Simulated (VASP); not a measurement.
# Li2RuN2 (P-3m1) in VASP: a series of runs, part 2 of 2

VASP 6.6.1. Earlier steps stand in the parts before.

## (4) Relaxation of cell and atoms, revPBE

INCAR reads:

```
SYSTEM = Li2RuN2
PREC = Accurate
ENCUT = 600
EDIFF = 1E-6
ISMEAR = -1
SIGMA = 0.05
LREAL = .False.
LASPH = .True.
NELM = 60
ALGO = Normal
ISIF = 3
LWAVE = .False.
LCHARG = .False.
GGA = RE
IBRION = 2
NSW = 60
EDIFFG = -0.01
```

KPOINTS reads:

```
Automatic mesh
0
Gamma
  10 10 5
  0 0 0
```

POSCAR reads:

```
Li2RuN2
1.0
    3.1642327038      0.0000000000      0.0000000000
   -1.5821163519      2.7403059050      0.0000000000
    0.0000000000      0.0000000000      5.2114500038
Ru N Li
1 2 2
Direct
    0.0000000000      0.0000000000      0.0000000000
    0.3333333333      0.6666666667      0.2130110000
    0.6666666667      0.3333333333      0.7869890000
    0.3333333333      0.6666666667      0.6398200000
    0.6666666667      0.3333333333      0.3601800000
```

Potentials or basis: VASP PAW PBE potentials, release 64 (Ru_pv, N, Li_sv).

Started as:

```bash
$ cat potpaw_PBE.64/Ru_pv/POTCAR potpaw_PBE.64/N/POTCAR potpaw_PBE.64/Li_sv/POTCAR > POTCAR
$ mpirun -np 1 vasp_std > vasp.out
```

OUTCAR:

```text
SYSTEM = Li2RuN2
   PREC = Accurate
   ENCUT = 600
   EDIFF = 1E-6
   ISMEAR = -1
   LREAL = .False.
   LASPH = .True.
   NELM = 60
   ISIF = 3
   GGA = RE
   IBRION = 2
   NSW = 60
   EDIFFG = -0.01

 ion  position               nearest neighbor table
   1  0.000  0.000  0.000-   2 2.14   3 2.14   3 2.14   2 2.14   3 2.14   2 2.14   4 2.62   5 2.62
                             5 2.62   4 2.62   4 2.62   5 2.62
   2  0.333  0.667  0.213-   5 1.98   5 1.98   5 1.98   1 2.14   1 2.14   1 2.14
   3  0.667  0.333  0.787-   4 1.98   4 1.98   4 1.98   1 2.14   1 2.14   1 2.14
   4  0.333  0.667  0.640-   3 1.98   3 1.98   3 1.98   5 2.34   5 2.34   5 2.34   1 2.62   1 2.62
                             1 2.62
   5  0.667  0.333  0.360-   2 1.98   2 1.98   2 1.98   4 2.34   4 2.34   4 2.34   1 2.62   1 2.62
                             1 2.62

  LATTYP: Found a hexagonal cell.
 ALAT       =     3.1642327038
 C/A-ratio  =     1.6469869607

  Lattice vectors:

 A1 = (   3.1642327038,   0.0000000000,   0.0000000000)
 A2 = (  -1.5821163519,   2.7403059050,   0.0000000000)
 A3 = (   0.0000000000,   0.0000000000,   5.2114500038)

[... 181 lines left out ...]
  energy without entropy =      -28.59555518  energy(sigma->0) =      -28.61207724

------------------------ aborting loop because EDIFF is reached ----------------------------------------

  FORCE on cell =-STRESS in cart. coord.  units (eV):
  Direction    XX          YY          ZZ          XY          YZ          ZX
  --------------------------------------------------------------------------------------
  -------------------------------------------------------------------------------------
  Total        0.0855781      0.0855781      0.2588522      0.0000000      0.0000000      0.0000000
  in kB        3.0342226      3.0342226      9.1777556      0.0000000      0.0000000      0.0000000
  external PRESSURE =       5.0820669 kB  Pullay stress =       0.0000000 kB
[... 221 lines left out ...]
--------------------------------------- Ionic step        7  -------------------------------------------

 number of electron      30.0000003 magnetization

 Free energy of the ion-electron system (eV)
  ---------------------------------------------------
  ext. energy  EPLUGINS =         0.00000000
  ---------------------------------------------------
  free energy    TOTEN  =       -28.63256693 eV

  energy without entropy =      -28.59935150  energy(sigma->0) =      -28.61595922

 E-fermi :   7.0768     XC(G=0): -11.3484

 val. band max:        7.0757515327   @ k =   0.5000   0.0000   0.4000
 cond. band min:       7.0881404267   @ k =   0.4000   0.1000   0.4000
 fundamental gap:      0.0123888940
 Fermi energy:         7.0767894759

 k-point     1 :       0.0000    0.0000    0.0000
  band No.  band energies     occupation
      1     -38.4550      2.00000
      2     -38.3363      2.00000
      3     -36.2125      2.00000
      4     -36.0946      2.00000
      5     -36.0946      2.00000
      6      -8.4642      2.00000
[... 505 lines left out ...]
      6      -7.3906      2.00000
[... 11 lines left out ...]
     18      10.4237      0.00000
     19      12.3017      0.00000

 [... further k-points ...]
[... 5 lines left out ...]
  --------------------------------------------------------------------------------------
  -------------------------------------------------------------------------------------
  Total       -0.0247997     -0.0247997      0.0373407      0.0000000      0.0000000      0.0000000
  in kB       -0.8688992     -0.8688992      1.3082955      0.0000000      0.0000000      0.0000000
  external PRESSURE =      -0.1431677 kB  Pullay stress =       0.0000000 kB
[... 20 lines left out ...]
  FREE ENERGIE OF THE ION-ELECTRON SYSTEM (eV)
  ---------------------------------------------------
  free  energy   TOTEN  =       -28.6325669346 eV

  energy  without entropy=      -28.5993514973  energy(sigma->0) =      -28.61595922

 reached required accuracy - stopping structural energy minimisation
```

OSZICAR:

```text
N       E                     dE             d eps       ncg     rms          rms(c)
DAV:   1     0.286285638463E+03    0.28629E+03   -0.17918E+04  2204   0.190E+03
DAV:   2    -0.122991311736E+02   -0.29858E+03   -0.28909E+03  2478   0.491E+02
DAV:   3    -0.347604086352E+02   -0.22461E+02   -0.22054E+02  3447   0.116E+02
DAV:   4    -0.359641648805E+02   -0.12038E+01   -0.11958E+01  3003   0.236E+01
[... 52 lines left out ...]
DAV:   1    -0.286327200158E+02   -0.23096E-03   -0.80730E-02  2204   0.245E+00    0.117E-01
DAV:   2    -0.286326858872E+02    0.34129E-04   -0.26476E-03  2359   0.497E-01    0.845E-02
DAV:   3    -0.286325727253E+02    0.11316E-03   -0.65821E-04  2482   0.223E-01    0.332E-02
DAV:   4    -0.286325678271E+02    0.48982E-05   -0.72490E-05  2512   0.655E-02    0.108E-02
DAV:   5    -0.286325669346E+02    0.89255E-06   -0.81354E-06  2626   0.186E-02
   7 F= -.28632567E+02 E0= -.28615959E+02  d E =-.570518E-03
```

CONTCAR:

```text
Li2RuN2
   1.00000000000000
     3.1668335516439980   -0.0000000000000000   -0.0000000000000000
    -1.5834167758219990    2.7425583053043372    0.0000000000000000
     0.0000000000000000    0.0000000000000000    5.2650998910120901
  Ru              N               Li
     1     2     2
Direct
     0.0000000000000000    0.0000000000000000    0.0000000000000000
     0.3333333332999970    0.6666666667000030    0.2097852773077674
     0.6666666667000030    0.3333333332999970    0.7902147226922327
     0.3333333332999970    0.6666666667000030    0.6433750897701445
     0.6666666667000030    0.3333333332999970    0.3566249102298557

  0.00000000E+00  0.00000000E+00  0.00000000E+00
  0.00000000E+00  0.00000000E+00  0.00000000E+00
  0.00000000E+00  0.00000000E+00  0.00000000E+00
  0.00000000E+00  0.00000000E+00  0.00000000E+00
  0.00000000E+00  0.00000000E+00  0.00000000E+00
```

Run time: 3.1 min. Hardware: 1 thread of Intel Xeon 6975P-C, shared host; peak memory 0.23 GiB.

Results:

```
Free energy                            : -28.6326 eV
Relaxed volume                         : 9.15 Å³/atom
Relaxed cell                           : a = 3.167 Å, b = 3.167 Å, c = 5.265 Å, α = 90.00°, β = 90.00°, γ = 120.00°
Space group after relaxing (to 0.05 Å) : P-3m1 (No. 164)
Energy gained by relaxing              : 0.8 meV/atom
Ionic steps                            : 7
Pressure after relaxing                : 0.0 GPa
Band gap on the k mesh                 : zero (band 15 reaches 7.13 eV, above the bottom of band 16 at 6.75 eV)
```

Forces on the atoms (eV/Å):
```
Ru   0.000  0.000  0.000
N    0.000  0.000 -0.002
N    0.000  0.000  0.002
Li   0.000  0.000 -0.002
Li   0.000  0.000  0.002
```

Stress tensor (GPa, compression positive):
```
-0.09  0.00  0.00
 0.00 -0.09  0.00
 0.00  0.00  0.13
```

The path:
```
step  energy change (eV)  largest force (eV/Å)  pressure (GPa)  volume (Å³)
   1              0.0000                0.1057            0.51        45.19
   2             -0.0016                0.0697            0.14        45.38
   3             -0.0026                0.0780           -0.56        45.73
   4             -0.0034                0.0607            0.20        45.66
   5             -0.0034                0.0600            0.16        45.66
   6             -0.0039                0.0201            0.07        45.70
   7             -0.0040                0.0025           -0.01        45.73
```

Final structure:
```yaml
crystal:
  lattice:
    - [3.16683, 0.00000, 0.00000]
    - [-1.58342, 2.74256, 0.00000]
    - [0.00000, 0.00000, 5.26510]
  atoms:
    - { symbol: Ru, position: [0.00000, 0.00000, 0.00000] }
    - { symbol: N, position: [0.33333, 0.66667, 0.20979] }
    - { symbol: N, position: [0.66667, 0.33333, 0.79021] }
    - { symbol: Li, position: [0.33333, 0.66667, 0.64338] }
    - { symbol: Li, position: [0.66667, 0.33333, 0.35663] }
```

Caveat: the cutoff is under 1.25 times the usual one of these potentials, so pressure, stress and relaxed cells hold a basis-set (Pulay) error; the PAW data sets were made with another functional, which shifts forces and pressure a little.

## (5) Overview

| task | level | potentials or basis | U | cell | k mesh | cutoff (eV) | smearing | gap on the mesh (eV) | pressure (GPa) | relaxed volume (Å³/atom) | largest force (eV/Å) |
| --- | --- | --- | --- | --- | --- | --- | --- | --- | --- | --- | --- |
| single point | LDA+U | VASP PAW LDA potentials, release 64 (Ru_pv, N, Li_sv) | Ru d U = 1.0 eV | as given | 8 × 8 × 5 | 520 | gaussian 0.05 eV | none | - | - | 0.56 |
| relaxation of cell and atoms | RPBE | VASP PAW PBE potentials, release 64 (Ru_pv, N, Li_sv) | - | relaxed | 10 × 10 × 5 | 600 | fermi-dirac 0.05 eV | none | 0.0 | 9.19 | 0.01 |
| relaxation of cell and atoms | revPBE | VASP PAW PBE potentials, release 64 (Ru_pv, N, Li_sv) | - | relaxed | 10 × 10 × 5 | 600 | fermi-dirac 0.05 eV | none | 0.0 | 9.15 | - |

Alike in all rows: no spin polarisation.

Caveats: the cutoff is under 1.25 times the usual one of these potentials, so pressure, stress and relaxed cells hold a basis-set (Pulay) error; the PAW data sets were made with another functional, which shifts forces and pressure a little (some runs); U without spin polarisation on a metal has little footing (some runs).

Absolute energies hang on the potentials; compare differences alone.
